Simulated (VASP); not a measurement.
The system is As.

```
As
1.0
     2.73774    0.00000    0.00000
     0.00000    2.73774    0.00000
     0.00000    0.00000    2.73774
As
1
Cartesian
  0.0000 0.0000 0.0000
```

```yaml
Program: VASP 6.6.1
Task: relaxation of cell and atoms
Functional: LDA
Potentials_or_basis: VASP PAW LDA potentials, release 64 (As)
Cutoff: 600 eV
k_mesh: 15 × 15 × 15
Occupations: fermi-dirac, width 0.08 eV
Spin: no spin polarisation
```

At the start: pressure -5.5 GPa; volume 20.52 Å³/atom.

**Question.** Where does the relaxation end?

**Answer.** Over 3 steps the energy falls by 24.9 meV/atom and the volume is 19.16 Å³/atom (-6.6 %); space group Pm-3m (No. 221, to 0.05 Å).

The path:
| step | energy change (eV) | largest force (eV/Å) | pressure (GPa) | volume (Å³) |
| --- | --- | --- | --- | --- |
| 1 | 0.0000 | 0.0000 | -5.52 | 20.52 |
| 2 | -0.0177 | 0.0000 | 3.58 | 18.49 |
| 3 | -0.0249 | 0.0000 | -0.01 | 19.16 |

Final structure:
```cif
data_structure
_symmetry_space_group_name_H-M 'P 1'
_symmetry_Int_Tables_number 1
_cell_length_a 2.6759
_cell_length_b 2.6759
_cell_length_c 2.6759
_cell_angle_alpha 90.000
_cell_angle_beta 90.000
_cell_angle_gamma 90.000
_cell_volume 19.16
loop_
_atom_site_label
_atom_site_type_symbol
_atom_site_fract_x
_atom_site_fract_y
_atom_site_fract_z
_atom_site_occupancy
As1 As 0.00000 0.00000 0.00000 1
```
